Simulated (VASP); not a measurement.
Write the native input for VASP 6.6.1 that does the following.

```
Task                   : single point
Functional             : PBEsol
Potentials or basis    : VASP PAW PBE potentials, release 64 (Mg, O)
Cutoff                 : 520 eV
k mesh                 : 9 × 9 × 6
Occupations            : gaussian, width 0.05 eV
Spin                   : no spin polarisation
Dipole correction      : no
Further INCAR settings : ALGO = Normal; EDIFF = 1e-06; NBANDS = 16
```

The structure of MgO lies in POSCAR:

```
MgO
1.0
    3.3200000000      0.0000000000      0.0000000000
   -1.6600000000      2.8752043406      0.0000000000
    0.0000000000      0.0000000000      4.4044000000
Mg O
2 2
Direct
    0.6666666667      0.3333333333      0.7500000000
    0.3333333333      0.6666666667      0.2500000000
    0.6666666667      0.3333333333      0.2500000000
    0.3333333333      0.6666666667      0.7500000000
```

The input as run:

INCAR

```
SYSTEM = MgO
PREC = Accurate
ENCUT = 520
EDIFF = 1E-6
ISMEAR = 0
SIGMA = 0.05
LREAL = .False.
LASPH = .True.
NELM = 80
ALGO = Normal
ISIF = 2
LWAVE = .False.
LCHARG = .False.
GGA = PS
NBANDS = 16
```

KPOINTS

```
Automatic mesh
0
Gamma
  9 9 6
  0 0 0
```

Potentials or basis: VASP PAW PBE potentials, release 64 (Mg, O).

The run is started by

```bash
$ cat potpaw_PBE.64/Mg/POTCAR potpaw_PBE.64/O/POTCAR > POTCAR
$ mpirun -np 1 vasp_std > vasp.out
```

Results of the run:

```
Pressure               : 9.8 GPa
Band gap on the k mesh : 3.46 eV, direct
```

Caveat: the PAW data sets were made with another functional, which shifts forces and pressure a little.

Run time: 31 s on 1 thread of AMD EPYC 7R43 64-Core Processor (Zen 3), on a shared host, peak memory 0.15 GiB.
